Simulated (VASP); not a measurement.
Runs of VASP 6.6.1 on NiSb. The structure is that of space group P6_3/mmc (No. 194), or close to it. The cells are those of the table. 

| level | cell | gap on the mesh (eV) | pressure (GPa) | moment (μB) |
| --- | --- | --- | --- | --- |
| revPBE | a = 3.945, b = 3.945, c = 5.127 Å, angles 90.0, 90.0, 120.0°, 4 atoms | none | 4.6 | 0.00 |
| RPBE | a = 3.954, b = 3.954, c = 5.139 Å, angles 90.0, 90.0, 120.0°, 4 atoms | none | 4.4 | 0.00 |
| revPBE+D4 | a = 3.955, b = 3.955, c = 5.189 Å, angles 90.0, 90.0, 120.0°, 4 atoms | none | -4.3 | 0.00 |
| revPBE | a = 3.972, b = 3.972, c = 5.162 Å, angles 90.0, 90.0, 120.0°, 4 atoms | none | (a) | 0.00 |

Alike in all rows: task single point; potentials or basis VASP PAW PBE potentials, release 64 (Ni, Sb); spin collinear; k mesh 8 × 8 × 6; cutoff (eV) 520; smearing gaussian 0.05 eV.

**Question.** Fill in the values left out.

**Answer.** (a) 2.1.

Caveats: the PAW data sets were made with another functional, which shifts forces and pressure a little; spin-orbit coupling is left out, which moves the levels of the heavy elements; the cell stands under pressure (at least some runs); the cell stands under tension (at least some runs).

A k mesh can miss the band edges, and the runs leave out spin-orbit coupling on Sb.

A gap of «none» marks levels without a gap at the run's occupations.
